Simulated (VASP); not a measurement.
Here is a VASP 6.6.1 calculation.

File INCAR:

```
PREC = Accurate ; ENCUT = 600
EDIFF = 1E-6 ; ISMEAR = -1
SIGMA = 0.05 ; LREAL = False
LASPH = True ; NELM = 150
ALGO = Normal ; ISIF = 3
LWAVE = False ; LCHARG = False
ISPIN = 2 ; MAGMOM = 4 0
LORBIT = 11 ; LMAXMIX = 4
GGA = B5 ; ALDAX = 1.0
AGGAX = 1.0 ; AGGAC = 1.0
ALDAC = 0.0 ; IVDW = 13
VDW_S6 = 1.0 ; VDW_S8 = 2.34076671
VDW_A1 = 0.44488865 ; VDW_A2 = 4.0933009
IBRION = 2 ; NSW = 80
EDIFFG = -0.02
```

Contents of KPOINTS:

```
Automatic mesh
0
Gamma
  9 9 9
```

The input POSCAR:

```
MnS
1.0
    0.0000000000      2.6045000000      2.6045000000
    2.6045000000      0.0000000000      2.6045000000
    2.6045000000      2.6045000000      0.0000000000
Mn S
1 1
Direct
    0.0000000000      0.0000000000      0.0000000000
    0.5000000000      0.5000000000      0.5000000000
```

Potentials or basis: VASP PAW PBE potentials, release 64 (Mn_pv, S).

The run is started by

```bash
$ cat potpaw_PBE.64/Mn_pv/POTCAR potpaw_PBE.64/S/POTCAR > POTCAR
$ mpirun -np 1 vasp_std > vasp.out
```

Question: Predict the relaxed cell.

Answer: a = 3.512 Å, b = 3.512 Å, c = 3.512 Å, α = 60.00°, β = 60.00°, γ = 60.00°.

Question: Estimate the dispersion energy per atom.

Answer: -0.885 eV.

Question: Predict the site moments.

Answer: Mn +3.72; S +0.07 μB.

The path:
| step | energy change (eV) | largest force (eV/Å) | pressure (GPa) | volume (Å³) |
| --- | --- | --- | --- | --- |
| 1 | 0.0000 | 0.0000 | -5.39 | 35.33 |
| 2 | -0.0686 | 0.0000 | -2.05 | 32.38 |
| 3 | -0.0811 | 0.0000 | -0.22 | 30.80 |
| 4 | -0.0811 | 0.0000 | 0.12 | 30.63 |

Caveat: the PAW data sets were made with another functional, which shifts forces and pressure a little; a cell with one magnetic atom can't hold antiferromagnetic order, which such compounds often take.
